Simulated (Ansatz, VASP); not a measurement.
**One calculation of InP, two programs**

```xyz
2
Lattice="0.0000 2.8909 2.8909 2.8909 0.0000 2.8909 2.8909 2.8909 0.0000" Properties=species:S:1:pos:R:3 pbc="T T T"
In    0.0000    0.0000    0.0000
P     4.3363    4.3363    4.3363
```

Change from the starting cell: volume scaled by 0.96.

Alike in both runs: task single point; functional LDA; k mesh 8 × 8 × 8; occupations fermi-dirac, width 0.05 eV; no spin polarisation.

```csv
,VASP,Ansatz
version,VASP 6.6.1,Ansatz 0.2.0
potentials or method,"VASP PAW LDA potentials, release 64 (In_d, P), cutoff 520 eV","all-electron LAPW, scalar-relativistic"
```

|  | VASP | Ansatz | Ansatz less VASP |
| --- | --- | --- | --- |
| gap on the k mesh at the Fermi level (eV) | 0.73 | 0.70 | -0.030 |
| least direct gap on the mesh (eV) | 0.73 | 0.70 | -0.030 |
| pressure (GPa) | 1.8 | 1.7 | -0.02 |

LDA's correlation is that of Perdew and Zunger in VASP and of Perdew and Wang (1992) in Ansatz. Ansatz ran all-electron here, and VASP with PAW potentials.
